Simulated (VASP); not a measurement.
# Ge2N (P-3m1) in VASP: a series of runs, part 2 of 2

VASP 6.6.1. Earlier steps stand in the parts before.

## (4) Relaxation of cell and atoms, PBE

This run uses another cell than the first one, of 15.23 Å³/atom.

Input file INCAR:

```
SYSTEM = Ge2N
ALGO     = Normal         ! electronic algorithm
EDIFF    = 1E-6           ! SCF threshold, eV
EDIFFG   = -0.01          ! ionic threshold
ENCUT    = 600            ! plane-wave cutoff, eV
GGA      = PE             ! functional
IBRION   = 2              ! ionic algorithm
ISIF     = 3              ! what is computed and relaxed
ISMEAR   = 0              ! smearing method
LASPH    = .True.         ! aspherical terms in the spheres
LCHARG   = .False.        ! write CHGCAR
LREAL    = .False.        ! projectors in reciprocal space
LWAVE    = .False.        ! write WAVECAR
NELM     = 60             ! most SCF steps
NSW      = 100            ! ionic steps
PREC     = Accurate       ! precision mode
SIGMA    = 0.1            ! smearing width, eV
```

Input file KPOINTS:

```
k-points
0
Gamma
  18 18 8
  0 0 0
```

Input file POSCAR:

```
Ge2N
1.0
    2.9937110648      0.0000000000      0.0000000000
   -1.4968555324      2.5926298337      0.0000000000
    0.0000000000      0.0000000000      5.8852803094
Ge N
2 1
Direct
    0.3333333333      0.6666666667      0.2355174891
    0.6666666667      0.3333333333      0.7644825109
    0.0000000000      0.0000000000      0.0000000000
```

Potentials or basis: VASP PAW PBE potentials, release 64 (Ge_d, N).

The run is started by

```bash
$ cat potpaw_PBE.64/Ge_d/POTCAR potpaw_PBE.64/N/POTCAR > POTCAR
$ mpirun -np 1 vasp_std > vasp.out
```

OUTCAR:

```text
SYSTEM = Ge2N
   EDIFF = 1E-6
   EDIFFG = -0.01
   ENCUT = 600
   GGA = PE
   IBRION = 2
   ISIF = 3
   ISMEAR = 0
   LASPH = .True.
   LREAL = .False.
   NELM = 60
   NSW = 100
   PREC = Accurate

 ion  position               nearest neighbor table
   1  0.333  0.667  0.236-   3 2.22   3 2.22   3 2.22
   2  0.667  0.333  0.764-   3 2.22   3 2.22   3 2.22
   3  0.000  0.000  0.000-   1 2.22   2 2.22   1 2.22   2 2.22   2 2.22   1 2.22

  LATTYP: Found a hexagonal cell.
 ALAT       =     2.9937110648
 C/A-ratio  =     1.9658812030

  Lattice vectors:

 A1 = (   2.9937110648,   0.0000000000,   0.0000000000)
 A2 = (  -1.4968555324,   2.5926298337,   0.0000000000)
 A3 = (   0.0000000000,   0.0000000000,   5.8852803094)

[... 368 lines left out ...]
  ext. energy  EPLUGINS =         0.00000000
  ---------------------------------------------------
  free energy    TOTEN  =       -15.86003753 eV

  energy without entropy =      -15.85710154  energy(sigma->0) =      -15.85856954

 E-fermi :   6.5647     XC(G=0): -11.1443

 val. band max:        6.5423717253   @ k =   0.2778   0.1111   0.5000
 cond. band min:       6.5677378801   @ k =   0.3333   0.1667   0.2500
 fundamental gap:      0.0253661548
 Fermi energy:         6.5646868675

 k-point     1 :       0.0000    0.0000    0.0000
  band No.  band energies     occupation
      1     -18.5053      2.00000
      2     -18.5053      2.00000
      3     -18.5041      2.00000
      4     -18.4991      2.00000
      5     -18.4991      2.00000
      6     -18.4934      2.00000
[... 541 lines left out ...]
     19      10.2078      0.00000
     20      10.8870      0.00000

 [... further k-points ...]

------------------------ aborting loop because EDIFF is reached ----------------------------------------

  FORCE on cell =-STRESS in cart. coord.  units (eV):
  Direction    XX          YY          ZZ          XY          YZ          ZX
  --------------------------------------------------------------------------------------
  -------------------------------------------------------------------------------------
  Total       -0.0005599     -0.0005599     -0.0240488      0.0000000      0.0000000      0.0000000
  in kB       -0.0194493     -0.0194493     -0.8353559      0.0000000      0.0000000      0.0000000
  external PRESSURE =      -0.2914182 kB  Pullay stress =       0.0000000 kB
[... 18 lines left out ...]
  FREE ENERGIE OF THE ION-ELECTRON SYSTEM (eV)
  ---------------------------------------------------
  free  energy   TOTEN  =       -15.8600375272 eV

  energy  without entropy=      -15.8571015449  energy(sigma->0) =      -15.85856954

 reached required accuracy - stopping structural energy minimisation
```

OSZICAR:

```text
N       E                     dE             d eps       ncg     rms          rms(c)
DAV:   1     0.243848901014E+03    0.24385E+03   -0.18149E+04 11444   0.481E+03
DAV:   2     0.219858655091E+02   -0.22186E+03   -0.21414E+03 10712   0.691E+02
DAV:   3    -0.153429871682E+02   -0.37329E+02   -0.35848E+02 12440   0.181E+02
[... 156 lines left out ...]
DAV:   1    -0.158606349154E+02   -0.59788E-03   -0.13408E-02 13612   0.209E+00    0.155E-01
DAV:   2    -0.158601991101E+02    0.43581E-03   -0.11328E-03 14012   0.581E-01    0.781E-02
DAV:   3    -0.158600476575E+02    0.15145E-03   -0.27689E-04 14212   0.333E-01    0.184E-02
DAV:   4    -0.158600381195E+02    0.95380E-05   -0.29415E-05 11552   0.653E-02    0.758E-03
DAV:   5    -0.158600375272E+02    0.59224E-06   -0.49438E-06 10660   0.449E-02
  20 F= -.15860038E+02 E0= -.15858570E+02  d E =-.526345E-06
```

Wall time 28 min (1 thread of AMD EPYC 7R13 (Zen 3), shared host); peak memory 0.36 GiB.

What came out:

* Free energy: -15.8600 eV
* Relaxed volume: 15.37 Å³/atom
* Relaxed cell: a = 2.987 Å, b = 2.987 Å, c = 5.969 Å, α = 90.00°, β = 90.00°, γ = 120.00°
* Space group after relaxing (to 0.1 Å): P-3m1 (No. 164)
* Energy gained by relaxing: 0.5 meV/atom
* Ionic steps: 20
* Pressure after relaxing: 0.0 GPa
* Band gap on the k mesh: zero (an odd number of electrons rules out a gap without spin polarisation)

Step by step:
```csv
step,energy change (eV),largest force (eV/Å),pressure (GPa),volume (Å³)
1,0.0000,0.0145,0.07,45.68
2,-0.0003,0.0488,0.07,45.72
3,-0.0004,0.0782,-0.11,45.76
4,-0.0005,0.0701,-0.02,45.76
5,-0.0008,0.0451,0.21,45.77
6,-0.0007,0.0044,0.59,45.78
7,-0.0009,0.0274,0.28,45.78
8,-0.0011,0.0159,0.41,45.87
9,-0.0013,0.0178,0.51,46.15
10,0.0003,0.0824,-0.36,46.71
11,-0.0010,0.0412,-0.15,46.35
12,-0.0012,0.0307,-0.24,46.26
13,-0.0013,0.0244,-0.13,46.20
14,-0.0013,0.0211,-0.04,46.17
15,-0.0013,0.0193,0.11,46.16
16,-0.0013,0.0168,-0.30,46.30
17,-0.0013,0.0055,-0.09,46.21
18,-0.0014,0.0091,-0.13,46.20
19,-0.0014,0.0165,-0.10,46.19
20,-0.0014,0.0005,-0.03,46.12
```

Final structure:
```
Ge N
1.0
     2.98698    0.00000    0.00000
    -1.49349    2.58680    0.00000
     0.00000    0.00000    5.96949
Ge N
2 1
Direct
  0.33333 0.66667 0.23251
  0.66667 0.33333 0.76749
  0.00000 0.00000 0.00000
```

Levels at points of the mesh, in eV from the Fermi level:
```
           k point  band 12  band 13  band 14  band 15  band 16  band 17  band 18  band 19  band 20
(0.00, 0.00, 0.00)   -11.20    -8.68    -1.92    -1.92    -1.19     0.53     6.73     6.73     7.25
(0.50, 0.00, 0.00)    -9.86    -6.49    -5.66    -3.41    -2.94    -2.57     2.25     2.89     4.88
(0.00, 0.00, 0.50)   -11.86    -6.80    -4.03    -1.92    -1.92     2.76     4.67     6.92     6.92
(0.50, 0.00, 0.50)    -9.74    -6.80    -6.36    -3.39    -1.48    -1.42     0.92     2.12     4.24
```
